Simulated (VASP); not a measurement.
Input of a VASP 6.6.1 run:

File INCAR:

```
PREC = Accurate
ENCUT = 520
EDIFF = 1E-6
ISMEAR = -1
SIGMA = 0.1
LREAL = F
LASPH = T
NELM = 80
ALGO = Normal
ISIF = 2
LWAVE = F
LCHARG = F
GGA = PS
NBANDS = 19
```

File KPOINTS:

```
Automatic mesh
0
Gamma
  10 10 10
```

Contents of POSCAR:

```
Zr
1.0
    0.0000000000      3.1907516450      3.1907516450
    3.1907516450      0.0000000000      3.1907516450
    3.1907516450      3.1907516450      0.0000000000
Zr
2
Direct
    0.1250000000      0.1250000000      0.1250000000
    0.8750000000      0.8750000000      0.8750000000
```

Potentials or basis: VASP PAW PBE potentials, release 64 (Zr_sv).

The run is started by

```bash
$ cat potpaw_PBE.64/Zr_sv/POTCAR > POTCAR
$ mpirun -np 1 vasp_std > vasp.out
```

Question: Estimate the band gap on the k mesh.

Answer: Zero (band 12 reaches 5.11 eV, above the bottom of band 13 at 4.94 eV).

Question: Estimate the pressure.

Answer: -3.5 GPa.

Caveat: the PAW data sets were made with another functional, which shifts forces and pressure a little.
